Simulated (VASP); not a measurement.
SnSe, 2 atoms in the cell. It takes space group Fm-3m (No. 225, cubic). Conventional cell: a = 5.970 Å, b = 5.970 Å, c = 5.970 Å, α = 90.00°, β = 90.00°, γ = 90.00°. Sn (site symmetry m-3m) has 6 Se at 2.98 Å within 3.9 Å. Within 3.9 Å of Se (site symmetry m-3m) lie 6 Sn at 2.98 Å. 

| Item | Value |
| --- | --- |
| Program | VASP 6.6.1 |
| Task | single point |
| Functional | r2SCAN |
| Potentials or basis | VASP PAW PBE potentials, release 64 (Sn_d, Se) |
| Cutoff | 520 eV |
| k mesh | 4 × 4 × 4 |
| Occupations | gaussian, width 0.01 eV |
| Spin | no spin polarisation |
| Dipole correction | no |
| Further INCAR settings | ALGO = Normal; EDIFF = 1e-07; NBANDS = 17 |

Potentials or basis: VASP PAW PBE potentials, release 64 (Sn_d, Se).

Command:

```console
$ cat potpaw_PBE.64/Sn_d/POTCAR potpaw_PBE.64/Se/POTCAR > POTCAR
$ cp INCAR.step1 INCAR
$ mpirun -np 1 vasp_std > vasp.out
$ cp INCAR.step2 INCAR
$ mpirun -np 1 vasp_std > vasp.out
```

Hardware: 1 thread of Intel(R) Xeon(R) 6975P-C (Granite Rapids), with other jobs on the host.

Estimate the wall time of this run.

Run time: 16 s on 1 thread of Intel(R) Xeon(R) 6975P-C (Granite Rapids), on a shared host, peak memory 0.18 GiB. Counts: k points 8.
